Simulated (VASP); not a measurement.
# AlRu (NiAs type) (P6_3/mmc) in VASP: single point with PBE

Aim: the single point of AlRu (NiAs type) with PBE.

All numbers are computed with VASP 6.6.1; they aren't measurements. Logs are shortened: lines on timing, memory, paths and dates and some standing lists are left out, and cuts for length are marked.

**1. The cell of the first run**

Symmetry: P6_3/mmc, No. 194, hexagonal system. Conventional cell: a = 2.598 Å, b = 2.598 Å, c = 7.163 Å, α = 90.00°, β = 90.00°, γ = 120.00°. Within 3.1 Å of Ru (site symmetry -3m) lie 6 Al at 2.34 Å and 6 Ru at 2.60 Å. Al (site symmetry -6m2) has 6 Ru at 2.34 Å and 6 Al at 2.60 Å within 3.1 Å.

**2. Single point, PBE**

File INCAR:

```
PREC     = Accurate       # precision mode
ENCUT    = 520            # plane-wave cutoff, eV
EDIFF    = 1E-7           # SCF threshold, eV
ISMEAR   = -1             # smearing method
SIGMA    = 0.08           # smearing width, eV
LREAL    = False          # projectors in reciprocal space
LASPH    = True           # aspherical terms in the spheres
NELM     = 100            # most SCF steps
ALGO     = Normal         # electronic algorithm
ISIF     = 2              # what is computed and relaxed
LWAVE    = False          # write WAVECAR
LCHARG   = False          # write CHGCAR
GGA      = PE             # functional
NBANDS   = 25             # bands
```

File KPOINTS:

```
regular mesh
0
Gamma
  11 11 6
```

File POSCAR:

```
AlRu
1.0
    2.5977975250      0.0000000000      0.0000000000
   -1.2988987625      2.2497586505      0.0000000000
    0.0000000000      0.0000000000      7.1626648058
Ru Al
2 2
Direct
    0.0000000000      0.0000000000      0.0000000000
    0.0000000000      0.0000000000      0.5000000000
    0.3333333333      0.6666666667      0.2500000000
    0.6666666667      0.3333333333      0.7500000000
```

Potentials or basis: VASP PAW PBE potentials, release 64 (Ru_pv, Al).

On the command line:

```sh
$ cat potpaw_PBE.64/Ru_pv/POTCAR potpaw_PBE.64/Al/POTCAR > POTCAR
$ mpirun -np 1 vasp_std > vasp.out
```

OUTCAR:

```text
PREC = Accurate
   ENCUT = 520
   EDIFF = 1E-7
   ISMEAR = -1
   LREAL = False
   LASPH = True
   NELM = 100
   ISIF = 2
   GGA = PE

 ion  position               nearest neighbor table
   1  0.000  0.000  0.000-   3 2.34   4 2.34   3 2.34   4 2.34   4 2.34   3 2.34
   2  0.000  0.000  0.500-   3 2.34   4 2.34   3 2.34   4 2.34   4 2.34   3 2.34
   3  0.333  0.667  0.250-   1 2.34   2 2.34   1 2.34   2 2.34   1 2.34   2 2.34
   4  0.667  0.333  0.750-   1 2.34   2 2.34   1 2.34   2 2.34   1 2.34   2 2.34

  LATTYP: Found a hexagonal cell.
 ALAT       =     2.5977975250
 C/A-ratio  =     2.7572067249

  Lattice vectors:

 A1 = (   2.5977975250,   0.0000000000,   0.0000000000)
 A2 = (  -1.2988987625,   2.2497586505,   0.0000000000)
 A3 = (   0.0000000000,   0.0000000000,   7.1626648058)

Analysis of symmetry for initial positions (statically):
=====================================================================
 Subroutine PRICEL returns:
 Original cell was already a primitive cell.

 Routine SETGRP: Setting up the symmetry group for a
 hexagonal supercell.

 Subroutine GETGRP returns: Found 24 space group operations
 (whereof 12 operations were pure point group operations)
 out of a pool of 24 trial point group operations.

The static configuration has the point symmetry D_3d.
 The point group associated with its full space group is D_6h.

Analysis of symmetry for dynamics (positions and initial velocities):
=====================================================================
 Subroutine PRICEL returns:
 Original cell was already a primitive cell.

 Routine SETGRP: Setting up the symmetry group for a
 hexagonal supercell.

 Subroutine GETGRP returns: Found 24 space group operations
 (whereof 12 operations were pure point group operations)
 out of a pool of 24 trial point group operations.

The dynamic configuration has the point symmetry D_3d.
 The point group associated with its full space group is D_6h.

 Subroutine INISYM returns: Found 24 space group operations
 (whereof 12 operations are pure point group operations),
 and found     1 'primitive' translations

----------------------------------------------------------------------------------------

                                     Primitive cell

  volume of cell :      41.8616

  direct lattice vectors                    reciprocal lattice vectors
     2.597797525  0.000000000  0.000000000     0.384941471  0.222246062  0.000000000
    -1.298898762  2.249758651  0.000000000     0.000000000  0.444492124  0.000000000
[... 84 lines left out ...]
   LNONCOLLINEAR =      F non collinear calculations
   LSORBIT =      F    spin-orbit coupling
   LASPH  =      T    aspherical Exc in radial PAW
   ENCUT  =  520.0 eV  38.22 Ry    6.18 a.u.   4.83  4.83 13.32*2*pi/ulx,y,z
   NELM   =    100;   NELMIN=  2; NELMDL= -5     # of ELM steps
   EDIFF  = 0.1E-06   stopping-criterion for ELM
   LREAL  =      F    real-space projection
   EDIFFG = 0.1E-05   stopping-criterion for IOM
   NSW    =      0    number of steps for IOM
   IBRION =     -1    ionic relax: 0-MD 1-quasi-New 2-CG
   NFREE  =      0    steps in history (QN), initial steepest desc. (CG)
   ISIF   =      2    stress and relaxation
   ISYM   =      2    0-nonsym 1-usesym 2-fastsym
   POTIM  = 0.5000    time-step for ionic-motion
   TEBEG  =    0.0;   TEEND  =   0.0 temperature during run
   PSTRESS=    0.0 pullay stress
   NELECT =      34.0000    total number of electrons
   NUPDOWN=      -1.0000    fix difference up-down
   EMIN   =  10.00;   EMAX   =-10.00  energy-range for DOS
   EFERMI =   0.00;   METHOD = LEGACY
   ISMEAR =    -1;   SIGMA  =   0.08  broadening in eV -4-tet -1-fermi 0-gaus
   EFERMI_NEDOS =   21; number of points for ismear=-14 and -15
   IALGO  =     38    algorithm
   IMIX   =      4    mixing-type and parameters
     AMIX     =   0.40;   BMIX     =  1.00
     AMIX_MAG =   1.60;   BMIX_MAG =  1.00
  volume/ion in A,a.u.               =      10.47        70.62
  Fermi-wavevector in a.u.,A,eV,Ry     =   1.527434  2.886432 31.743145  2.333055
  Thomas-Fermi vector in A             =   2.635331
   LORBIT       =      0    0 simple, 1 ext, 2 COOP (PROOUT), +10 PAW based schemes
   GGA     = PE    functional components
   LHFCALC =     F    Hartree Fock is set to
   AEXX    =    0.0000 exact exchange contribution
   IVDW    =     0    specifies the selected vdW correction
   LEPSILON=     F    determine dielectric tensor
   LRPA    =     F    only Hartree local field effects (RPA)
 non-spin polarized calculation
  energy-cutoff  :      520.00
  volume of cell :       41.86
 maximum number of plane-waves:      1140
 NGX is ok and might be reduce to    20
   NGX =  9   NGY =  9   NGZ = 27

 number of electron      33.9999989 magnetization

 Free energy of the ion-electron system (eV)
  ---------------------------------------------------
  ext. energy  EPLUGINS =         0.00000000
  ---------------------------------------------------
  free energy    TOTEN  =       -23.98758402 eV

  energy without entropy =      -23.95347996  energy(sigma->0) =      -23.97053199

 E-fermi :  15.0514     XC(G=0): -13.8665

 val. band max:       15.0111624584   @ k =   0.2727  -0.0000   0.0000
 cond. band min:      15.0586017953   @ k =   0.0909  -0.0000   0.1667
 fundamental gap:      0.0474393368
 Fermi energy:        15.0514371713

 k-point     1 :       0.0000    0.0000    0.0000
  band No.  band energies     occupation
      1     -27.5425      2.00000
      2     -27.4876      2.00000
      3     -26.9205      2.00000
      4     -26.9205      2.00000
      5     -26.9195      2.00000
      6     -26.9195      2.00000
[... 661 lines left out ...]
     24      26.0114      0.00000
     25      26.9205      0.00000

 [... further k-points ...]
[... 5 lines left out ...]
  --------------------------------------------------------------------------------------
  -------------------------------------------------------------------------------------
  Total       28.8409298     28.8409298     28.8456427      0.0000000     -0.0000000      0.0000000
  in kB     1103.8345487   1103.8345487   1104.0149285      0.0000000     -0.0000000      0.0000000
  external PRESSURE =    1103.8946753 kB  Pullay stress =       0.0000000 kB

 VOLUME and BASIS-vectors are now :
 -----------------------------------------------------------------------------
  energy-cutoff  :      520.00
  volume of cell :       41.86
      direct lattice vectors                 reciprocal lattice vectors
     2.597797525  0.000000000  0.000000000     0.384941471  0.222246062  0.000000000
    -1.298898762  2.249758651  0.000000000     0.000000000  0.444492124  0.000000000
     0.000000000  0.000000000  7.162664806     0.000000000  0.000000000  0.139612843

 POSITION                                       TOTAL-FORCE (eV/Angst)
 -----------------------------------------------------------------------------------
      0.00000      0.00000      0.00000         0.000000      0.000000      0.000000
      0.00000      0.00000      3.58133         0.000000      0.000000      0.000000
     -0.00000      1.49984      1.79067         0.000000     -0.000000      0.000000
      1.29890      0.74992      5.37200        -0.000000      0.000000     -0.000000
 -----------------------------------------------------------------------------------
    total drift:                               -0.000000      0.000000      0.000000

  FREE ENERGIE OF THE ION-ELECTRON SYSTEM (eV)
  ---------------------------------------------------
  free  energy   TOTEN  =       -23.9875840193 eV

  energy  without entropy=      -23.9534799587  energy(sigma->0) =      -23.97053199
```

stdout:

```text
POSCAR found type information on POSCAR RuAl
 POSCAR found :  2 types and       4 ions
 scaLAPACK will be used
 LDA part: xc-table for (Slater+PW92), standard interpolation
 POSCAR, INCAR and KPOINTS ok, starting setup
 FFT: planning ... GRIDC
 FFT: planning ... GRID_SOFT
 FFT: planning ... GRID
 WAVECAR not read
 entering main loop
```

It took 68 s on 1 thread of AMD EPYC 7R43 (Zen 3), shared host; peak memory 0.16 GiB.

What came out:

```yaml
Free_energy: -23.9876 eV
Pressure: 110.4 GPa
Band_gap_on_the_k_mesh: zero (band 17 reaches 17.72 eV, above the bottom of band 18 at 14.36 eV)
```

Levels at points of the mesh, in eV from the Fermi level:
```
           k point  band 15  band 16  band 17  band 18  band 19  band 20
(0.00, 0.00, 0.00)    -2.54    -0.28    -0.28     0.06     0.15     0.15
(0.00, 0.00, 0.50)    -1.68    -1.68    -0.07    -0.07    -0.07    -0.07
```
